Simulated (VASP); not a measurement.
# NaF (Cm) in VASP: further runs

Runs on NaF. Level: PBE. Tasks: relaxation of shape and atoms at fixed volume, single point.

Program: VASP 6.6.1. These are calculated values, not measurements. Logs are shortened: lines on timing, memory, paths and dates and some standing lists are left out, and cuts for length are marked.

### 1 The cell of the first run

It takes space group Cm (No. 8, monoclinic). The conventional cell has a = 6.147 Å, b = 9.375 Å, c = 2.932 Å, α = 90.00°, β = 118.37°, γ = 90.00°. Within 2.8 Å of Na (site symmetry 1) lie 5 F at 2.11 to 2.29 Å. Na (site symmetry m) has 6 F at 2.28 to 2.29 Å and 2 Na at 2.93 Å within 3.0 Å. F (site symmetry 1) has 5 Na at 2.11 to 2.29 Å within 2.8 Å. Within 3.0 Å of F (site symmetry m) lie 6 Na at 2.28 to 2.29 Å and 2 F at 2.93 Å.

### 2 Relaxation of shape and atoms at fixed volume, PBE (volume scaled by 0.88)

INCAR reads:

```
SYSTEM = NaF
PREC = Accurate
ENCUT = 600
EDIFF = 1E-7
ISMEAR = 0
SIGMA = 0.02
LREAL = .FALSE.
LASPH = .TRUE.
NELM = 80
ALGO = Normal
ISIF = 4
LWAVE = .FALSE.
LCHARG = .FALSE.
GGA = PE
IBRION = 2
NSW = 50
EDIFFG = -0.01
```

KPOINTS reads:

```
Automatic mesh
0
G
  6 6 8
  0 0 0
```

POSCAR reads:

```
NaF
1.0
    3.0735967545     -4.6877144431     -0.0013268607
    3.0735967545      4.6877144431     -0.0013268607
   -1.3921895739      0.0000000000      2.5807100681
Na F
3 3
Direct
    0.3029231125      0.9971170354      0.3994771457
    0.6627040376      0.6627040376      0.9130815619
    0.9971170354      0.3029231125      0.3994771457
    0.6958623114      0.0028148474      0.5998928283
    0.3383396557      0.3383396557      0.0880724900
    0.0028148474      0.6958623114      0.5998928283
```

Potentials or basis: VASP PAW PBE potentials, release 64 (Na_pv, F).

Command:

```
cat potpaw_PBE.64/Na_pv/POTCAR potpaw_PBE.64/F/POTCAR > POTCAR
mpirun -np 1 vasp_std > vasp.out
```

OUTCAR:

```text
SYSTEM = NaF
   PREC = Accurate
   ENCUT = 600
   EDIFF = 1E-7
   ISMEAR = 0
   LREAL = .FALSE.
   LASPH = .TRUE.
   NELM = 80
   ISIF = 4
   GGA = PE
   IBRION = 2
   NSW = 50
   EDIFFG = -0.01

 ion  position               nearest neighbor table
   1  0.303  0.997  0.399-   4 2.11   6 2.19   6 2.19   5 2.29   5 2.29
   2  0.663  0.663  0.913-   5 2.28   4 2.29   6 2.29   5 2.29   4 2.29   6 2.29
   3  0.997  0.303  0.399-   6 2.11   4 2.19   4 2.19   5 2.29   5 2.29
   4  0.696  0.003  0.600-   1 2.11   3 2.19   3 2.19   2 2.29   2 2.29
   5  0.338  0.338  0.088-   2 2.28   1 2.29   3 2.29   2 2.29   1 2.29   3 2.29
   6  0.003  0.696  0.600-   3 2.11   1 2.19   1 2.19   2 2.29   2 2.29

  LATTYP: Found a base centered monoclinic cell.
 ALAT       =     6.1471940818
 B/A-ratio  =     1.5251558291
 C/A-ratio  =     0.4770108608
 COS(beta)  =    -0.4751607336

  Lattice vectors:

 A1 = (   3.0735967545,  -4.6877144431,  -0.0013268607)
 A2 = (   3.0735967545,   4.6877144431,  -0.0013268607)
 A3 = (  -1.3921895739,   0.0000000000,   2.5807100681)

Analysis of symmetry for initial positions (statically):
=====================================================================
 Subroutine PRICEL returns:
 Original cell was already a primitive cell.

 Routine SETGRP: Setting up the symmetry group for a
 base centered monoclinic supercell.

 Subroutine GETGRP returns: Found  2 space group operations
 (whereof  2 operations were pure point group operations)
 out of a pool of  4 trial point group operations.

The static configuration has the point symmetry C_1h.

Analysis of symmetry for dynamics (positions and initial velocities):
=====================================================================
 Subroutine PRICEL returns:
 Original cell was already a primitive cell.

 Routine SETGRP: Setting up the symmetry group for a
 base centered monoclinic supercell.

 Subroutine GETGRP returns: Found  2 space group operations
 (whereof  2 operations were pure point group operations)
 out of a pool of  4 trial point group operations.

The dynamic configuration has the point symmetry C_1h.

 Subroutine INISYM returns: Found  2 space group operations
 (whereof  2 operations are pure point group operations),
 and found     1 'primitive' translations

----------------------------------------------------------------------------------------

                                     Primitive cell

  volume of cell :      74.3492

  direct lattice vectors                    reciprocal lattice vectors
     3.073596755 -4.687714443 -0.001326861     0.162713755 -0.106661787  0.087777545
     3.073596755  4.687714443 -0.001326861     0.162713755  0.106661787  0.087777545
    -1.392189574  0.000000000  2.580710068     0.000167317  0.000000000  0.387580515

  length of vectors
     5.605503142  5.605503142  2.932278340     0.213441796  0.213441796  0.387580551

  position of ions in fractional coordinates (direct lattice)
     0.302923112  0.997117035  0.399477146
     0.662704038  0.662704038  0.913081562
     0.997117035  0.302923112  0.399477146
     0.695862311  0.002814847  0.599892828
     0.338339656  0.338339656  0.088072490
     0.002814847  0.695862311  0.599892828

  ion indices of the primitive-cell ions
   primitive index   ion index
                 1           1
                 2           2
                 3           3
                 4           4
                 5           5
                 6           6

----------------------------------------------------------------------------------------

 KPOINTS: Automatic mesh

Automatic generation of k-mesh.
 Grid dimensions read from file:
 generate k-points for:    6    6    8

 Generating k-lattice:

  Cartesian coordinates                     Fractional coordinates (reciprocal lattice)
     0.027118959 -0.017776965  0.014629591     0.166666667  0.000000000  0.000000000
     0.027118959  0.017776965  0.014629591     0.000000000  0.166666667  0.000000000
     0.000020915  0.000000000  0.048447564     0.000000000  0.000000000  0.125000000

  Length of vectors
     0.035573633  0.035573633  0.048447569

  Shift w.r.t. Gamma in fractional coordinates (k-lattice)
     0.000000000  0.000000000  0.000000000

 Subroutine IBZKPT returns following result:
 ===========================================

 Found     89 irreducible k-points:

 Following reciprocal coordinates:
            Coordinates               Weight
  0.000000  0.000000  0.000000      1.000000
  0.166667 -0.000000 -0.000000      4.000000
  0.333333 -0.000000 -0.000000      4.000000
  0.500000  0.000000 -0.000000      2.000000
  0.166667  0.166667 -0.000000      2.000000
  0.333333  0.166667 -0.000000      4.000000
[... 16 lines left out ...]
 -0.333333  0.166667  0.125000      4.000000
 -0.166667  0.166667  0.125000      4.000000
 [... further k-points ...]
   k-points           NKPTS =     89   k-points in BZ     NKDIM =     89   number of bands    NBANDS=     25
   number of dos      NEDOS =    301   number of ions     NIONS =      6
   total plane-waves  NPLWV =  55296
   dimension x,y,z NGX =    48 NGY =   48 NGZ =   24
   dimension x,y,z NGXF=    96 NGYF=   96 NGZF=   48
   ions per type =               3   3
   NGX,Y,Z   is equivalent  to a cutoff of  14.24, 14.24, 13.61 a.u.
   NGXF,Y,Z  is equivalent  to a cutoff of  28.47, 28.47, 27.21 a.u.
 SYSTEM =  NaF
   PREC   = accura    normal or accurate (medium, high low for compatibility)
   ISTART =      0    job   : 0-new  1-cont  2-samecut
   ICHARG =      2    charge: 1-file 2-atom 10-const
   ISPIN  =      1    spin polarized calculation?
   LNONCOLLINEAR =      F non collinear calculations
   LSORBIT =      F    spin-orbit coupling
   LASPH  =      T    aspherical Exc in radial PAW
   ENCUT  =  600.0 eV  44.10 Ry    6.64 a.u.  11.20 11.20  5.86*2*pi/ulx,y,z
   NELM   =     80;   NELMIN=  2; NELMDL= -5     # of ELM steps
   EDIFF  = 0.1E-06   stopping-criterion for ELM
   LREAL  =      F    real-space projection
   EDIFFG = -.1E-01   stopping-criterion for IOM
   NSW    =     50    number of steps for IOM
   IBRION =      2    ionic relax: 0-MD 1-quasi-New 2-CG
   NFREE  =      1    steps in history (QN), initial steepest desc. (CG)
   ISIF   =      4    stress and relaxation
   ISYM   =      2    0-nonsym 1-usesym 2-fastsym
   POTIM  = 0.5000    time-step for ionic-motion
   TEBEG  =    0.0;   TEEND  =   0.0 temperature during run
   PSTRESS=    0.0 pullay stress
   NELECT =      42.0000    total number of electrons
   NUPDOWN=      -1.0000    fix difference up-down
   EMIN   =  10.00;   EMAX   =-10.00  energy-range for DOS
   EFERMI =   0.00;   METHOD = LEGACY
   ISMEAR =     0;   SIGMA  =   0.02  broadening in eV -4-tet -1-fermi 0-gaus
   EFERMI_NEDOS =   21; number of points for ismear=-14 and -15
   IALGO  =     38    algorithm
   IMIX   =      4    mixing-type and parameters
     AMIX     =   0.40;   BMIX     =  1.00
     AMIX_MAG =   1.60;   BMIX_MAG =  1.00
  volume/ion in A,a.u.               =      12.39        83.62
  Fermi-wavevector in a.u.,A,eV,Ry     =   1.353316  2.557396 24.918585  1.831464
  Thomas-Fermi vector in A             =   2.480582
   LORBIT       =      0    0 simple, 1 ext, 2 COOP (PROOUT), +10 PAW based schemes
   GGA     = PE    functional components
   LHFCALC =     F    Hartree Fock is set to
   AEXX    =    0.0000 exact exchange contribution
   IVDW    =     0    specifies the selected vdW correction
   LEPSILON=     F    determine dielectric tensor
   LRPA    =     F    only Hartree local field effects (RPA)
 conjugate gradient relaxation of ions
 non-spin polarized calculation
 Gauss-broadening in eV      SIGMA  =   0.02
  energy-cutoff  :      600.00
  volume of cell :       74.35
 maximum number of plane-waves:      2502
 NGX is ok and might be reduce to    48
   NGX = 23   NGY = 23   NGZ = 11

--------------------------------------- Ionic step        1  -------------------------------------------

 number of electron      42.0000010 magnetization

 Free energy of the ion-electron system (eV)
  ---------------------------------------------------
  ext. energy  EPLUGINS =         0.00000000
  ---------------------------------------------------
  free energy    TOTEN  =       -24.97202142 eV

  energy without entropy =      -24.97202142  energy(sigma->0) =      -24.97202142

------------------------ aborting loop because EDIFF is reached ----------------------------------------

  FORCE on cell =-STRESS in cart. coord.  units (eV):
  Direction    XX          YY          ZZ          XY          YZ          ZX
  --------------------------------------------------------------------------------------
  -------------------------------------------------------------------------------------
  Total        3.1615143      2.9626023      3.1098864      0.0000000      0.0000000      0.0058300
  in kB       68.1286257     63.8421997     67.0160791      0.0000000      0.0000000      0.1256328
  external PRESSURE =      66.3289682 kB  Pullay stress =       0.0000000 kB

 VOLUME and BASIS-vectors are now :
 -----------------------------------------------------------------------------
  energy-cutoff  :      600.00
  volume of cell :       74.35
      direct lattice vectors                 reciprocal lattice vectors
     3.073596755 -4.687714443 -0.001326861     0.162713755 -0.106661787  0.087777545
     3.073596755  4.687714443 -0.001326861     0.162713755  0.106661787  0.087777545
    -1.392189574  0.000000000  2.580710068     0.000167317  0.000000000  0.387580515
[... 81 lines left out ...]
 POSITION                                       TOTAL-FORCE (eV/Angst)
 -----------------------------------------------------------------------------------
      3.44880      3.25151      1.03207        -0.012609      0.009944     -0.003836
      2.80572      0.00000      2.35540        -0.008458     -0.000000     -0.005070
      3.44880     -3.25151      1.03207        -0.012609     -0.009944     -0.003836
      1.31184     -3.24416      1.54673         0.011434     -0.003994      0.003468
      1.96300      0.00000      0.22794         0.010809     -0.000000      0.005806
      1.31184      3.24416      1.54673         0.011434      0.003994      0.003468
 -----------------------------------------------------------------------------------
    total drift:                               -0.002018     -0.000000      0.000584

  FREE ENERGIE OF THE ION-ELECTRON SYSTEM (eV)
  ---------------------------------------------------
  free  energy   TOTEN  =       -24.9728017444 eV

  energy  without entropy=      -24.9728017444  energy(sigma->0) =      -24.97280174

--------------------------------------- Ionic step        4  -------------------------------------------

 number of electron      42.0000005 magnetization

 Free energy of the ion-electron system (eV)
  ---------------------------------------------------
  ext. energy  EPLUGINS =         0.00000000
  ---------------------------------------------------
  free energy    TOTEN  =       -24.97285372 eV

  energy without entropy =      -24.97285372  energy(sigma->0) =      -24.97285372

 E-fermi :  -1.6097     XC(G=0):  -9.0922

 val. band max:       -1.7668529186   @ k =   0.5000   0.5000  -0.0000
 cond. band min:       4.1843748912   @ k =   0.0000   0.0000   0.0000
 fundamental gap:      5.9512278098
 Fermi energy:        -1.6097430861

 k-point     1 :       0.0000    0.0000    0.0000
  band No.  band energies     occupation
      1     -21.9520      2.00000
      2     -21.8627      2.00000
      3     -21.2492      2.00000
      4     -21.1749      2.00000
      5     -21.0750      2.00000
      6     -21.0074      2.00000
[... 17 lines left out ...]
     24       9.5423      0.00000
     25      10.8056      0.00000
[... 621 lines left out ...]
      3     -21.5116      2.00000
      4     -21.1414      2.00000
      5     -21.0592      2.00000
      6     -21.0328      2.00000
[... 17 lines left out ...]
     24       9.2064      0.00000
     25      10.8865      0.00000

 [... further k-points ...]

------------------------ aborting loop because EDIFF is reached ----------------------------------------

  FORCE on cell =-STRESS in cart. coord.  units (eV):
  Direction    XX          YY          ZZ          XY          YZ          ZX
  --------------------------------------------------------------------------------------
  -------------------------------------------------------------------------------------
  Total        3.0599915      3.0361810      3.0482665      0.0000000      0.0000000     -0.0013280
  in kB       65.9408740     65.4277738     65.6882077      0.0000000      0.0000000     -0.0286178
  external PRESSURE =      65.6856185 kB  Pullay stress =       0.0000000 kB

 VOLUME and BASIS-vectors are now :
 -----------------------------------------------------------------------------
  energy-cutoff  :      600.00
  volume of cell :       74.35
      direct lattice vectors                 reciprocal lattice vectors
     3.079479374 -4.676051953 -0.000901771     0.162390790 -0.106927811  0.087704260
     3.079479374  4.676051953 -0.000901771     0.162390790  0.106927811  0.087704260
    -1.394496594  0.000000000  2.582011457     0.000113430  0.000000000  0.387356212

 POSITION                                       TOTAL-FORCE (eV/Angst)
 -----------------------------------------------------------------------------------
      3.44862      3.25228      1.03185        -0.006434      0.001245     -0.000895
      2.80550      0.00000      2.35482        -0.005089      0.000000     -0.003674
      3.44862     -3.25228      1.03185        -0.006434     -0.001245     -0.000895
      1.31263     -3.24445      1.54673         0.005690      0.002630      0.000700
      1.96407      0.00000      0.22837         0.006577      0.000000      0.004064
      1.31263      3.24445      1.54673         0.005690     -0.002630      0.000700
 -----------------------------------------------------------------------------------
    total drift:                               -0.002038      0.000000      0.000619

  FREE ENERGIE OF THE ION-ELECTRON SYSTEM (eV)
  ---------------------------------------------------
  free  energy   TOTEN  =       -24.9728537169 eV

  energy  without entropy=      -24.9728537169  energy(sigma->0) =      -24.97285372

 reached required accuracy - stopping structural energy minimisation
```

Wall time 9.3 min (1 thread of Intel Xeon 8259CL, shared host); peak memory 0.32 GiB.

Results:

```
Free energy                  : -24.9729 eV
Energy gained by relaxing    : 0.1 meV/atom
Ionic steps                  : 4
Pressure after relaxing      : 6.6 GPa
Largest force after relaxing : 0.008 eV/Å
Band gap on the k mesh       : 5.95 eV, indirect (least direct gap 5.98 eV)
```

Forces in eV/Å, atoms in the order of the input:
```
Na  -0.006  0.001 -0.001
Na  -0.005  0.000 -0.004
Na  -0.006 -0.001 -0.001
F    0.006  0.003  0.001
F    0.007  0.000  0.004
F    0.006 -0.003  0.001
```

Step by step:
| step | energy change (eV) | largest force (eV/Å) | pressure (GPa) | volume (Å³) |
| --- | --- | --- | --- | --- |
| 1 | 0.0000 | 0.0494 | 6.63 | 74.35 |
| 2 | -0.0005 | 0.0319 | 6.61 | 74.35 |
| 3 | -0.0008 | 0.0165 | 6.57 | 74.35 |
| 4 | -0.0008 | 0.0077 | 6.57 | 74.35 |

Final structure:
```yaml
crystal:
  lattice:
    - [3.07948, -4.67605, -0.00090]
    - [3.07948, 4.67605, -0.00090]
    - [-1.39450, 0.00000, 2.58201]
  atoms:
    - { symbol: Na, position: [0.30276, 0.99828, 0.40008] }
    - { symbol: Na, position: [0.66211, 0.66211, 0.91247] }
    - { symbol: Na, position: [0.99828, 0.30276, 0.40008] }
    - { symbol: F, position: [0.69574, 0.00189, 0.59929] }
    - { symbol: F, position: [0.33898, 0.33898, 0.08868] }
    - { symbol: F, position: [0.00189, 0.69574, 0.59929] }
```

Caveat: the cell differs from its parent crystal (volume scaled by 0.88).

### 3 Single point, PBE

This run uses another cell than the first one, of 14.08 Å³/atom, 1.136 times its volume.

INCAR reads:

```
SYSTEM = NaF
PREC = Accurate
ENCUT = 520
EDIFF = 1E-6
ISMEAR = 0
SIGMA = 0.1
LREAL = .False.
LASPH = .True.
NELM = 100
ALGO = Normal
ISIF = 2
LWAVE = .False.
LCHARG = .True.
GGA = PE
LELF = .True.
LVHAR = .True.
NBANDS = 30
```

KPOINTS reads:

```
Automatic mesh
0
Gamma
  4 4 6
  0 0 0
```

POSCAR reads:

```
NaF
1.0
    3.1970348000     -4.9148210000      0.0000000000
    3.1970348000      4.9148210000      0.0000000000
   -1.4469407000      0.0000000000      2.6884896000
Na F
3 3
Direct
    0.3034770000      0.9959330000      0.3988520000
    0.6639650000      0.6639650000      0.9146230000
    0.9959330000      0.3034770000      0.3988520000
    0.6958320000      0.0037220000      0.6005190000
    0.3368320000      0.3368320000      0.0865290000
    0.0037220000      0.6958320000      0.6005190000
```

Potentials or basis: VASP PAW PBE potentials, release 64 (Na_pv, F).

Command:

```
cat potpaw_PBE.64/Na_pv/POTCAR potpaw_PBE.64/F/POTCAR > POTCAR
mpirun -np 1 vasp_std > vasp.out
```

It took 2.3 min on 1 thread of Oxide Virtual Turin-like, shared host; peak memory 0.2 GiB.

It converged, with:

| Item | Value |
| --- | --- |
| Free energy | -25.1661 eV |
| Pressure | -0.1 GPa |
| Largest force | 0.008 eV/Å |
| Band gap on the k mesh | 5.42 eV, indirect (least direct gap 5.45 eV) |

Forces on the atoms (eV/Å):
```
Na   0.001  0.008  0.000
Na   0.000  0.000  0.000
Na   0.001 -0.008  0.000
F   -0.002 -0.008  0.000
F    0.001  0.000  0.000
F   -0.002  0.008  0.000
```

Levels at points of the mesh, in eV from the valence-band top:
```csv
k point,band 17,band 18,band 19,band 20,band 21,band 22,band 23,band 24,band 25,band 26
"(0.00, 0.00, 0.00)",-0.27,-0.25,-0.25,-0.05,-0.03,5.42,10.34,10.61,11.72,12.56
"(0.50, 0.00, 0.00)",-0.40,-0.35,-0.27,-0.06,-0.01,7.45,7.65,9.80,11.23,13.51
"(0.50, 0.50, 0.00)",-0.40,-0.37,-0.27,-0.07,0.00,7.42,7.70,9.75,11.03,13.94
"(0.00, 0.00, 0.50)",-0.81,-0.61,-0.46,-0.35,-0.24,10.46,10.89,11.00,11.18,12.05
"(0.50, 0.00, 0.50)",-0.76,-0.69,-0.55,-0.22,-0.22,9.86,10.40,11.11,12.28,12.37
"(0.50, 0.50, 0.50)",-0.80,-0.61,-0.46,-0.34,-0.25,10.49,10.89,10.98,11.18,12.03
```

A k mesh can miss the band edges. Expect the measured gap to be larger: semilocal functionals such as PBE lack the derivative discontinuity.

(Part 1 of 2 ends here.)
